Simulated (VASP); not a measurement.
# CaSn2 (Fm-3m) in VASP: further runs, part 2 of 2

VASP 6.6.1.

### Step 3. Single point, PBE

This run uses another cell than the first one, of 25.99 Å³/atom.

The input, INCAR:

```
ALGO     = Normal         # electronic algorithm
EDIFF    = 1E-7           # SCF threshold, eV
ENCUT    = 520            # plane-wave cutoff, eV
GGA      = PE             # functional
ISIF     = 2              # what is computed and relaxed
ISMEAR   = 0              # smearing method
LASPH    = True           # aspherical terms in the spheres
LCHARG   = False          # write CHGCAR
LREAL    = False          # projectors in reciprocal space
LWAVE    = False          # write WAVECAR
NBANDS   = 26             # bands
NELM     = 60             # most SCF steps
PREC     = Accurate       # precision mode
SIGMA    = 0.1            # smearing width, eV
```

The input, KPOINTS:

```
k-points
0
Gamma
  6 6 6
```

The input, POSCAR:

```
CaSn2
1.0
    0.0000000000      3.3908543494      3.3908543494
    3.3908543494      0.0000000000      3.3908543494
    3.3908543494      3.3908543494      0.0000000000
Ca Sn
1 2
Direct
    0.0000000000      0.0000000000      0.0000000000
    0.2500000000      0.2500000000      0.2500000000
    0.7500000000      0.7500000000      0.7500000000
```

Potentials or basis: VASP PAW PBE potentials, release 64 (Ca_sv, Sn_d).

On the command line:

```console
$ cat potpaw_PBE.64/Ca_sv/POTCAR potpaw_PBE.64/Sn_d/POTCAR > POTCAR
$ mpirun -np 1 vasp_std > vasp.out
```

OUTCAR:

```text
EDIFF = 1E-7
   ENCUT = 520
   GGA = PE
   ISIF = 2
   ISMEAR = 0
   LASPH = True
   LREAL = False
   NELM = 60
   PREC = Accurate

 ion  position               nearest neighbor table
   1  0.000  0.000  0.000-   3 2.94   3 2.94   3 2.94   2 2.94   3 2.94   2 2.94   2 2.94   2 2.94

   2  0.250  0.250  0.250-   1 2.94   1 2.94   1 2.94   1 2.94   3 3.39   3 3.39   3 3.39   3 3.39
                             3 3.39   3 3.39
   3  0.750  0.750  0.750-   1 2.94   1 2.94   1 2.94   1 2.94   2 3.39   2 3.39   2 3.39   2 3.39
                             2 3.39   2 3.39

  LATTYP: Found a face centered cubic cell.
 ALAT       =     6.7817086988

  Lattice vectors:

 A1 = (   0.0000000000,   3.3908543494,   3.3908543494)
 A2 = (   3.3908543494,   0.0000000000,   3.3908543494)
 A3 = (   3.3908543494,   3.3908543494,   0.0000000000)

Analysis of symmetry for initial positions (statically):
=====================================================================
 Subroutine PRICEL returns:
 Original cell was already a primitive cell.

 Routine SETGRP: Setting up the symmetry group for a
 face centered cubic supercell.

 Subroutine GETGRP returns: Found 48 space group operations
 (whereof 48 operations were pure point group operations)
 out of a pool of 48 trial point group operations.

The static configuration has the point symmetry O_h .

Analysis of symmetry for dynamics (positions and initial velocities):
=====================================================================
 Subroutine PRICEL returns:
 Original cell was already a primitive cell.

 Routine SETGRP: Setting up the symmetry group for a
 face centered cubic supercell.

 Subroutine GETGRP returns: Found 48 space group operations
 (whereof 48 operations were pure point group operations)
 out of a pool of 48 trial point group operations.

The dynamic configuration has the point symmetry O_h .

 Subroutine INISYM returns: Found 48 space group operations
 (whereof 48 operations are pure point group operations),
 and found     1 'primitive' translations

----------------------------------------------------------------------------------------

                                     Primitive cell

  volume of cell :      77.9754

  direct lattice vectors                    reciprocal lattice vectors
     0.000000000  3.390854349  3.390854349    -0.147455464  0.147455464  0.147455464
     3.390854349  0.000000000  3.390854349     0.147455464 -0.147455464  0.147455464
     3.390854349  3.390854349  0.000000000     0.147455464  0.147455464 -0.147455464

  length of vectors
     4.795392209  4.795392209  4.795392209     0.255400355  0.255400355  0.255400355

  position of ions in fractional coordinates (direct lattice)
     0.000000000  0.000000000  0.000000000
     0.250000000  0.250000000  0.250000000
     0.750000000  0.750000000  0.750000000

  ion indices of the primitive-cell ions
   primitive index   ion index
                 1           1
                 2           2
                 3           3

----------------------------------------------------------------------------------------

 KPOINTS: k-points

Automatic generation of k-mesh.
 Grid dimensions read from file:
 generate k-points for:    6    6    6

 Generating k-lattice:

  Cartesian coordinates                     Fractional coordinates (reciprocal lattice)
    -0.024575911  0.024575911  0.024575911     0.166666667  0.000000000  0.000000000
     0.024575911 -0.024575911  0.024575911     0.000000000  0.166666667  0.000000000
     0.024575911  0.024575911 -0.024575911     0.000000000  0.000000000  0.166666667

  Length of vectors
     0.042566726  0.042566726  0.042566726

  Shift w.r.t. Gamma in fractional coordinates (k-lattice)
     0.000000000  0.000000000  0.000000000

 Subroutine IBZKPT returns following result:
 ===========================================

 Found     16 irreducible k-points:

 Following reciprocal coordinates:
            Coordinates               Weight
  0.000000  0.000000  0.000000      1.000000
  0.166667  0.000000  0.000000      8.000000
  0.333333  0.000000  0.000000      8.000000
  0.500000  0.000000  0.000000      4.000000
  0.166667  0.166667  0.000000      6.000000
  0.333333  0.166667  0.000000     24.000000
[... 8 lines left out ...]
 -0.333333  0.333333  0.166667     24.000000
 -0.333333  0.500000  0.166667     12.000000
   k-points           NKPTS =     16   k-points in BZ     NKDIM =     16   number of bands    NBANDS=     26
   number of dos      NEDOS =    301   number of ions     NIONS =      3
   total plane-waves  NPLWV =  46656
   dimension x,y,z NGX =    36 NGY =   36 NGZ =   36
   dimension x,y,z NGXF=    72 NGYF=   72 NGZF=   72
   ions per type =               1   2
   NGX,Y,Z   is equivalent  to a cutoff of  12.48, 12.48, 12.48 a.u.
   NGXF,Y,Z  is equivalent  to a cutoff of  24.96, 24.96, 24.96 a.u.
 SYSTEM =  unknown system
   PREC   = accura    normal or accurate (medium, high low for compatibility)
   ISTART =      0    job   : 0-new  1-cont  2-samecut
   ICHARG =      2    charge: 1-file 2-atom 10-const
   ISPIN  =      1    spin polarized calculation?
   LNONCOLLINEAR =      F non collinear calculations
   LSORBIT =      F    spin-orbit coupling
   LASPH  =      T    aspherical Exc in radial PAW
   ENCUT  =  520.0 eV  38.22 Ry    6.18 a.u.   8.92  8.92  8.92*2*pi/ulx,y,z
   NELM   =     60;   NELMIN=  2; NELMDL= -5     # of ELM steps
   EDIFF  = 0.1E-06   stopping-criterion for ELM
   LREAL  =      F    real-space projection
   EDIFFG = 0.1E-05   stopping-criterion for IOM
   NSW    =      0    number of steps for IOM
   IBRION =     -1    ionic relax: 0-MD 1-quasi-New 2-CG
   NFREE  =      0    steps in history (QN), initial steepest desc. (CG)
   ISIF   =      2    stress and relaxation
   ISYM   =      2    0-nonsym 1-usesym 2-fastsym
   POTIM  = 0.5000    time-step for ionic-motion
   TEBEG  =    0.0;   TEEND  =   0.0 temperature during run
   PSTRESS=    0.0 pullay stress
   NELECT =      38.0000    total number of electrons
   NUPDOWN=      -1.0000    fix difference up-down
   EMIN   =  10.00;   EMAX   =-10.00  energy-range for DOS
   EFERMI =   0.00;   METHOD = LEGACY
   ISMEAR =     0;   SIGMA  =   0.10  broadening in eV -4-tet -1-fermi 0-gaus
   EFERMI_NEDOS =   21; number of points for ismear=-14 and -15
   IALGO  =     38    algorithm
   IMIX   =      4    mixing-type and parameters
     AMIX     =   0.40;   BMIX     =  1.00
     AMIX_MAG =   1.60;   BMIX_MAG =  1.00
  volume/ion in A,a.u.               =      25.99       175.40
  Fermi-wavevector in a.u.,A,eV,Ry     =   1.288300  2.434533 22.581808  1.659716
  Thomas-Fermi vector in A             =   2.420262
   LORBIT       =      0    0 simple, 1 ext, 2 COOP (PROOUT), +10 PAW based schemes
   GGA     = PE    functional components
   LHFCALC =     F    Hartree Fock is set to
   AEXX    =    0.0000 exact exchange contribution
   IVDW    =     0    specifies the selected vdW correction
   LEPSILON=     F    determine dielectric tensor
   LRPA    =     F    only Hartree local field effects (RPA)
 non-spin polarized calculation
 Gauss-broadening in eV      SIGMA  =   0.10
  energy-cutoff  :      520.00
  volume of cell :       77.98
 maximum number of plane-waves:      2126
   NGX = 17   NGY = 17   NGZ = 17

 number of electron      38.0000007 magnetization

 Free energy of the ion-electron system (eV)
  ---------------------------------------------------
  ext. energy  EPLUGINS =         0.00000000
  ---------------------------------------------------
  free energy    TOTEN  =        -9.52001501 eV

  energy without entropy =       -9.51366008  energy(sigma->0) =       -9.51683755

 E-fermi :   6.7688     XC(G=0): -10.0181

 val. band max:        6.6129781609   @ k =  -0.3333   0.1667   0.0000
 cond. band min:       6.7963802550   @ k =   0.1667   0.1667   0.0000
 fundamental gap:      0.1834020941
 Fermi energy:         6.7687812960

 k-point     1 :       0.0000    0.0000    0.0000
  band No.  band energies     occupation
      1     -33.6943      2.00000
      2     -15.1556      2.00000
      3     -15.1556      2.00000
      4     -15.1556      2.00000
      5     -14.6845      2.00000
      6     -14.6845      2.00000
[... 18 lines left out ...]
     25      11.6820      0.00000
     26      11.6820      0.00000
[... 412 lines left out ...]
      4     -14.9876      2.00000
      5     -14.6524      2.00000
      6     -14.6282      2.00000
[... 18 lines left out ...]
     25      12.4781      0.00000
     26      12.7837      0.00000

------------------------ aborting loop because EDIFF is reached ----------------------------------------

  FORCE on cell =-STRESS in cart. coord.  units (eV):
  Direction    XX          YY          ZZ          XY          YZ          ZX
  --------------------------------------------------------------------------------------
  -------------------------------------------------------------------------------------
  Total        5.1876216      5.1876216      5.1876216     -0.0000000     -0.0000000      0.0000000
  in kB      106.5912288    106.5912288    106.5912288     -0.0000000     -0.0000000      0.0000000
  external PRESSURE =     106.5912288 kB  Pullay stress =       0.0000000 kB

 VOLUME and BASIS-vectors are now :
 -----------------------------------------------------------------------------
  energy-cutoff  :      520.00
  volume of cell :       77.98
      direct lattice vectors                 reciprocal lattice vectors
     0.000000000  3.390854349  3.390854349    -0.147455464  0.147455464  0.147455464
     3.390854349  0.000000000  3.390854349     0.147455464 -0.147455464  0.147455464
     3.390854349  3.390854349  0.000000000     0.147455464  0.147455464 -0.147455464

 POSITION                                       TOTAL-FORCE (eV/Angst)
 -----------------------------------------------------------------------------------
      0.00000      0.00000      0.00000        -0.000000     -0.000000     -0.000000
      1.69543      1.69543      1.69543         0.000000      0.000000      0.000000
      5.08628      5.08628      5.08628        -0.000000     -0.000000     -0.000000
 -----------------------------------------------------------------------------------
    total drift:                                0.000000      0.000000      0.000000

  FREE ENERGIE OF THE ION-ELECTRON SYSTEM (eV)
  ---------------------------------------------------
  free  energy   TOTEN  =        -9.5200150144 eV

  energy  without entropy=       -9.5136600790  energy(sigma->0) =       -9.51683755
```

It took 41 s on 1 thread of Intel Xeon Platinum 8488C (Sapphire Rapids), shared host; peak memory 0.21 GiB.

Results:

```yaml
Free_energy: -9.5200 eV
Pressure: 10.7 GPa
Band_gap_on_the_k_mesh: zero (bands 19 and 20 overlap by 0.40 eV)
```

Caveat: the cell stands under pressure; spin-orbit coupling is left out, which moves the levels of the heavy elements.

### Step 4. Relaxation of cell and atoms, PBE

This run uses another cell than the first one, of 25.99 Å³/atom.

The input, INCAR:

```
SYSTEM = CaSn2
ALGO = Fast
EDIFF = 1E-6
EDIFFG = -0.04
ENCUT = 600
GGA = PE
IBRION = 2
ISIF = 3
ISMEAR = 0
LASPH = .TRUE.
LCHARG = .FALSE.
LREAL = .FALSE.
LWAVE = .FALSE.
NELM = 60
NSW = 90
PREC = Accurate
SIGMA = 0.1
```

The input, KPOINTS:

```
k-points
0
G
  4 4 4
  0 0 0
```

POSCAR is that of step 3.

On the command line:

```console
$ cat potpaw_PBE.64/Ca_sv/POTCAR potpaw_PBE.64/Sn_d/POTCAR > POTCAR
$ mpirun -np 1 vasp_std > vasp.out
```

It took 1.8 min on 1 thread of Intel Xeon Platinum 8488C (Sapphire Rapids), shared host; peak memory 0.25 GiB.

The run converged. Its results:

```yaml
Free_energy: -10.0285 eV
Relaxed_volume: 32.43 Å³/atom
Relaxed_cell: a = 5.163 Å, b = 5.163 Å, c = 5.163 Å, α = 60.00°, β = 60.00°, γ = 60.00°
Space_group_after_relaxing_to_0.1_Å: Fm-3m (No. 225)
Energy_gained_by_relaxing: 175.5 meV/atom
Ionic_steps: 3
Pressure_after_relaxing: 0.1 GPa
Band_gap_on_the_k_mesh: zero (bands 19 and 20 overlap by 0.15 eV)
```

Step by step:
| step | energy change (eV) | largest force (eV/Å) | pressure (GPa) | volume (Å³) |
| --- | --- | --- | --- | --- |
| 1 | 0.0000 | 0.0000 | 10.67 | 77.98 |
| 2 | -0.5239 | 0.0000 | -0.47 | 99.20 |
| 3 | -0.5264 | 0.0000 | 0.07 | 97.29 |

Final structure:
```
CELL_PARAMETERS angstrom
0.00000 3.65046 3.65046
3.65046 0.00000 3.65046
3.65046 3.65046 0.00000
ATOMIC_POSITIONS crystal
Ca 0.00000 0.00000 0.00000
Sn 0.25000 0.25000 0.25000
Sn 0.75000 0.75000 0.75000
```

Levels at points of the mesh, in eV from the Fermi level:
| k point | band 16 | band 17 | band 18 | band 19 | band 20 | band 21 | band 22 | band 23 |
| --- | --- | --- | --- | --- | --- | --- | --- | --- |
| (0.00, 0.00, 0.00) | -4.21 | -1.35 | -1.35 | -1.35 | 2.75 | 2.75 | 2.79 | 2.79 |
| (0.50, 0.00, 0.00) | -6.81 | -0.62 | -0.62 | -0.05 | 0.27 | 0.27 | 0.50 | 3.16 |
| (0.50, 0.50, 0.00) | -5.95 | -3.35 | -1.67 | -1.67 | 1.91 | 2.03 | 2.03 | 3.47 |

Caveat: the k points lie up to 0.37 Å⁻¹ apart in the final cell; the volume moved by over 15 % at a fixed basis, so the end points are rough; spin-orbit coupling is left out, which moves the levels of the heavy elements.

### Step 5. Single point, PBE

This run uses another cell than the first one, of 32.37 Å³/atom.

The input, INCAR:

```
SYSTEM = CaSn2
ALGO     = Fast           ! electronic algorithm
EDIFF    = 1E-6           ! SCF threshold, eV
ENCUT    = 520            ! plane-wave cutoff, eV
GGA      = PE             ! functional
ISIF     = 2              ! what is computed and relaxed
ISMEAR   = 0              ! smearing method
LASPH    = .TRUE.         ! aspherical terms in the spheres
LCHARG   = .FALSE.        ! write CHGCAR
LREAL    = .FALSE.        ! projectors in reciprocal space
LWAVE    = .FALSE.        ! write WAVECAR
NBANDS   = 26             ! bands
NELM     = 60             ! most SCF steps
PREC     = Accurate       ! precision mode
SIGMA    = 0.1            ! smearing width, eV
```

The input, KPOINTS:

```
k-points
0
G
  12 12 12
  0 0 0
```

The input, POSCAR:

```
CaSn2
1.0
    0.0000000000      3.6480581970      3.6480581970
    3.6480581970      0.0000000000      3.6480581970
    3.6480581970      3.6480581970      0.0000000000
Ca Sn
1 2
Direct
    0.0000000000      0.0000000000      0.0000000000
    0.2500000000      0.2500000000      0.2500000000
    0.7500000000      0.7500000000      0.7500000000
```

On the command line:

```console
$ cat potpaw_PBE.64/Ca_sv/POTCAR potpaw_PBE.64/Sn_d/POTCAR > POTCAR
$ mpirun -np 1 vasp_std > vasp.out
```

It took 4.6 min on 1 thread of Intel Xeon Platinum 8488C (Sapphire Rapids), shared host; peak memory 0.35 GiB.

Results (log left out):

| Property | Result |
| --- | --- |
| Free energy | -10.0619 eV |
| Pressure | 0.0 GPa |
| Band gap on the k mesh | zero (bands 19 and 20 overlap by 0.24 eV) |

Levels at points of the mesh, in eV from the Fermi level:
```csv
k point,band 16,band 17,band 18,band 19,band 20,band 21,band 22,band 23
"(0.00, 0.00, 0.00)",-4.27,-1.42,-1.42,-1.42,2.68,2.68,2.72,2.72
"(0.50, 0.00, 0.00)",-6.88,-0.69,-0.69,-0.11,0.21,0.21,0.43,3.09
"(0.50, 0.50, 0.00)",-6.02,-3.43,-1.74,-1.74,1.85,1.96,1.96,3.40
```

Caveat: spin-orbit coupling is left out, which moves the levels of the heavy elements.

### Step 6. Relaxation of cell and atoms, PBE

The input, INCAR:

```
SYSTEM = CaSn2
PREC = Accurate ; ENCUT = 600
EDIFF = 1E-6 ; ISMEAR = 0
SIGMA = 0.1 ; LREAL = .FALSE.
LASPH = .TRUE. ; NELM = 100
ALGO = Fast ; ISIF = 3
LWAVE = .FALSE. ; LCHARG = .FALSE.
GGA = PE ; IBRION = 2
NSW = 100 ; EDIFFG = -0.01
```

The input, KPOINTS:

```
Automatic mesh
0
G
  12 12 12
  0 0 0
```

The input, POSCAR:

```
CaSn2
1.0
    0.0000000000      3.6563812782      3.6563812782
    3.6563812782      0.0000000000      3.6563812782
    3.6563812782      3.6563812782      0.0000000000
Ca Sn
1 2
Direct
    0.0000000000      0.0000000000      0.0000000000
    0.2500000000      0.2500000000      0.2500000000
    0.7500000000      0.7500000000      0.7500000000
```

Potentials or basis: VASP PAW PBE potentials, release 64 (Ca_sv, Sn_d).

On the command line:

```console
$ cat potpaw_PBE.64/Ca_sv/POTCAR potpaw_PBE.64/Sn_d/POTCAR > POTCAR
$ mpirun -np 1 vasp_std > vasp.out
```

Run time: 6.8 min. Hardware: 1 thread of Intel Xeon Platinum 8488C (Sapphire Rapids), shared host; peak memory 0.4 GiB.

Results (log left out):

| Property | Result |
| --- | --- |
| Free energy | -10.0622 eV |
| Relaxed volume | 32.41 Å³/atom |
| Relaxed cell | a = 5.161 Å, b = 5.161 Å, c = 5.161 Å, α = 60.00°, β = 60.00°, γ = 60.00° |
| Space group after relaxing (to 0.1 Å) | Fm-3m (No. 225) |
| Energy gained by relaxing | 0.1 meV/atom |
| Ionic steps | 2 |
| Pressure after relaxing | 0.0 GPa |
| Band gap on the k mesh | zero (bands 19 and 20 overlap by 0.24 eV) |

Step by step:
| step | energy change (eV) | largest force (eV/Å) | pressure (GPa) | volume (Å³) |
| --- | --- | --- | --- | --- |
| 1 | 0.0000 | 0.0000 | -0.19 | 97.77 |
| 2 | -0.0004 | 0.0000 | -0.02 | 97.23 |

Final structure:
```
Ca Sn
1.0
     0.00000    3.64971    3.64971
     3.64971    0.00000    3.64971
     3.64971    3.64971    0.00000
Ca Sn
1 2
Direct
  0.00000 0.00000 0.00000
  0.25000 0.25000 0.25000
  0.75000 0.75000 0.75000
```

Levels at points of the mesh, in eV from the Fermi level:
| k point | band 17 | band 18 | band 19 | band 20 | band 21 | band 22 |
| --- | --- | --- | --- | --- | --- | --- |
| (0.00, 0.00, 0.00) | -1.42 | -1.42 | -1.42 | 2.68 | 2.68 | 2.72 |
| (0.50, 0.00, 0.00) | -0.68 | -0.68 | -0.11 | 0.21 | 0.21 | 0.43 |
| (0.50, 0.50, 0.00) | -3.42 | -1.74 | -1.74 | 1.85 | 1.96 | 1.96 |

Caveat: spin-orbit coupling is left out, which moves the levels of the heavy elements.

### Step 7. Summary

| task | cell | k mesh | cutoff (eV) | gap on the mesh (eV) | pressure (GPa) | relaxed volume (Å³/atom) |
| --- | --- | --- | --- | --- | --- | --- |
| single point | a = 5.171 Å, angles 60.0°, 3 atoms | 4 × 4 × 4 | 520 | none | -0.1 | - |
| single point | a = 4.795 Å, angles 60.0°, 3 atoms | 6 × 6 × 6 | 520 | none | 10.7 | - |
| relaxation of cell and atoms | relaxed from a = 4.795 Å, angles 60.0°, 3 atoms | 4 × 4 × 4 | 600 | none | 0.1 | 32.43 |
| single point | a = 5.159 Å, angles 60.0°, 3 atoms | 12 × 12 × 12 | 520 | none | 0.0 | - |
| relaxation of cell and atoms | relaxed from a = 5.171 Å, angles 60.0°, 3 atoms | 12 × 12 × 12 | 600 | none | 0.0 | 32.41 |

Alike in all rows: level PBE; potentials or basis VASP PAW PBE potentials, release 64 (Ca_sv, Sn_d); no spin polarisation; smearing gaussian 0.1 eV.

Caveats: some runs use coarse meshes; spin-orbit coupling is left out, which moves the levels of the heavy elements; the cell stands under pressure (at least some runs); the volume moved by over 15 % at a fixed basis, so the end points are rough (at least some runs).

Absolute energies hang on the potentials; compare differences alone.

The gap in the log of VASP goes by the Fermi energy; the results here count the filled bands.